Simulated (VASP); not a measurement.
InAs:

```xyz
2
Lattice="0.0000 2.9564 2.9564 2.9564 0.0000 2.9564 2.9564 2.9564 0.0000" Properties=species:S:1:pos:R:3 pbc="T T T"
In    0.0000    0.0000    0.0000
As    4.4346    4.4346    4.4346
```

This cell differs from its parent crystal: volume scaled by 0.94.

Base run:

- Program: VASP 6.6.1
- Functional: PBE
- Potentials or basis: VASP PAW PBE potentials, release 64 (In_d, As)
- Cutoff: 520 eV
- k mesh: 8 × 8 × 8
- Occupations: fermi-dirac, width 0.05 eV
- Spin: no spin polarisation

Its results: band gap on the k mesh 0.15 eV, direct; pressure 9.2 GPa.

Question: The run is repeated on the same cell with these changes: functional from PBE to LDA; potentials or basis from VASP PAW PBE potentials, release 64 (In_d, As) to VASP PAW LDA potentials, release 64 (In_d, As). What comes out?

Answer: Band gap on the k mesh zero (filled and empty bands touch); pressure 4.1 GPa.

Caveats: spin-orbit coupling is left out, which moves the levels of the heavy elements.

